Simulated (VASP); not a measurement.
Set up this calculation in VASP 6.6.1, as the native input.

```yaml
Task: single point
Functional: PBE
Potentials_or_basis: VASP PAW PBE potentials, release 64 (La, Hf_pv, F)
Cutoff: 520 eV
k_mesh: 10 × 10 × 8
Occupations: gaussian, width 0.1 eV
Spin: no spin polarisation
Dipole_correction: no
Further_INCAR_settings: ALGO = Normal; EDIFF = 1e-06; NBANDS = 37
```

The structure of LaHfF5 lies in POSCAR:

```
LaHfF5
1.0
    4.2020869801      0.0000000000      0.0000000000
    0.0000000000      4.2020869801      0.0000000000
    0.0000000000      0.0000000000      5.1611645161
La Hf F
1 1 5
Direct
    0.0000000000      0.0000000000      0.5000000000
    0.5000000000      0.5000000000      0.0000000000
    0.0000000000      0.5000000000      0.2334733934
    0.0000000000      0.5000000000      0.7665266066
    0.5000000000      0.0000000000      0.2334733934
    0.5000000000      0.0000000000      0.7665266066
    0.0000000000      0.0000000000      0.0000000000
```

The cell was built from a structure type or drawn by symmetry, and may not be a known phase.

The input as run:

INCAR

```
ALGO     = Normal         # electronic algorithm
EDIFF    = 1E-6           # SCF threshold, eV
ENCUT    = 520            # plane-wave cutoff, eV
GGA      = PE             # functional
ISIF     = 2              # what is computed and relaxed
ISMEAR   = 0              # smearing method
LASPH    = True           # aspherical terms in the spheres
LCHARG   = False          # write CHGCAR
LREAL    = False          # projectors in reciprocal space
LWAVE    = False          # write WAVECAR
NBANDS   = 37             # bands
NELM     = 100            # most SCF steps
PREC     = Accurate       # precision mode
SIGMA    = 0.1            # smearing width, eV
```

KPOINTS

```
k-points
0
Gamma
  10 10 8
```

Potentials or basis: VASP PAW PBE potentials, release 64 (La, Hf_pv, F).

Command:

```console
$ cat potpaw_PBE.64/La/POTCAR potpaw_PBE.64/Hf_pv/POTCAR potpaw_PBE.64/F/POTCAR > POTCAR
$ mpirun -np 1 vasp_std > vasp.out
```

Results of the run:

```json
{"Pressure": "-1.0 GPa", "Largest force": "0.018 eV/Å", "Band gap on the k mesh": "zero (bands 28 and 29 overlap by 0.70 eV)"}
```

Caveat: spin-orbit coupling is left out, which moves the levels of the heavy elements.

Wall time 3.4 min on 1 thread of Intel(R) Xeon(R) 6975P-C (Granite Rapids) (shared host), peak memory 0.45 GiB.
